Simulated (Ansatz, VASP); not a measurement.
**Two plane-wave programs on Ru**

The input INCAR:

```
ALGO     = Normal         # electronic algorithm
EDIFF    = 1E-7           # SCF threshold, eV
ENCUT    = 520            # plane-wave cutoff, eV
ISIF     = 2              # what is computed and relaxed
ISMEAR   = 1              # smearing method
LASPH    = True           # aspherical terms in the spheres
LCHARG   = False          # write CHGCAR
LREAL    = False          # projectors in reciprocal space
LWAVE    = False          # write WAVECAR
NBANDS   = 21             # bands
NELM     = 80             # most SCF steps
PREC     = Accurate       # precision mode
SIGMA    = 0.2            # smearing width, eV
```

The input KPOINTS:

```
k-points
0
Gamma
  13 13 8
```

Contents of POSCAR:

```
Ru
1.0
    2.6775346364      0.0000000000      0.0000000000
   -1.3387673182      2.3188130146      0.0000000000
    0.0000000000      0.0000000000      4.2181251212
Ru
2
Direct
    0.3333333333      0.6666666667      0.2500000000
    0.6666666667      0.3333333333      0.7500000000
```

Input for Ansatz:

```yaml
crystal:
  lattice:
    - [2.6775346364, 0.0, 0.0]
    - [-1.3387673182, 2.3188130146, 0.0]
    - [0.0, 0.0, 4.2181251212]
  atoms:
    - { symbol: Ru, position: [0.3333333333, 0.6666666667, 0.25] }
    - { symbol: Ru, position: [0.6666666667, 0.3333333333, 0.75] }
hamiltonian:
  xc: lda
  pseudopotentials:
    kind: paw
    azcp:
      Ru: "pseudopotentials/Ru.paw.azcp"
basis:
  ecutwfc: 420
  fft_grid_basis: typed
kpoints:
  mp_grid: { grid: [13, 13, 8], shift: [0, 0, 0] }
magnetization:
  spin_polarized: false
scf:
  occupations: { method: cold, width: 0.2 }
  lower_state_search: "off"
output:
  stress: true
```

Alike in both runs: task single point; functional LDA; k mesh 13 × 13 × 8; no spin polarisation.

```csv
,VASP,Ansatz
version,VASP 6.6.1,Ansatz 0.2.0
potentials or method,"VASP PAW LDA potentials, release 64 (Ru_pv), cutoff 520 eV","plane waves (420 eV) with PAW, scalar-relativistic"
occupations,"methfessel-paxton of order 1, width 0.2 eV","cold, width 0.2 eV"
valence electrons in the cell,28,32
```

|  | VASP | Ansatz | Ansatz less VASP |
| --- | --- | --- | --- |
| pressure (GPa) | 0.8 | -0.2 | -0.99 |
| traceless stress, the component that is largest in VASP (GPa) | -0.37 | -0.29 | +0.083 |

Ansatz warns that its potentials were made for another functional, while VASP's fit it. LDA's correlation is that of Perdew and Zunger in VASP and of Perdew and Wang (1992) in Ansatz. VASP's potentials hold 28 valence electrons a cell and Ansatz's 32, so a difference there can come from the potentials and not from the codes.
